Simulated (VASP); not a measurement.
A run of VASP 6.6.1:

File INCAR:

```
PREC = Accurate
ENCUT = 520
EDIFF = 1E-6
ISMEAR = 0
SIGMA = 0.05
LREAL = F
LASPH = T
NELM = 60
ALGO = Normal
ISIF = 2
LWAVE = F
LCHARG = F
GGA = PS
IVDW = 12
NBANDS = 11
```

The input KPOINTS:

```
regular mesh
0
Gamma
  15 15 15
```

File POSCAR:

```
C
1.0
    1.2291305633      0.7096388616      3.2835658809
   -1.2291305633      0.7096388616      3.2835658809
    0.0000000000     -1.4192777231      3.2835658809
C
2
Direct
    0.1824039123      0.1824039123      0.1542205629
    0.8175960877      0.8175960877      0.8457794371
```

Potentials or basis: VASP PAW PBE potentials, release 64 (C).

Run with:

```console
$ cat potpaw_PBE.64/C/POTCAR > POTCAR
$ mpirun -np 1 vasp_std > vasp.out
```

Hardware: 1 thread of Intel(R) Xeon(R) 6975P-C (Granite Rapids), with other jobs on the host.

Task: How long does it take, and how much memory?

Result: Run time: 86 s on 1 thread of Intel(R) Xeon(R) 6975P-C (Granite Rapids) (shared host), peak memory 0.27 GiB. Counts: scf iterations 11, k points 904.
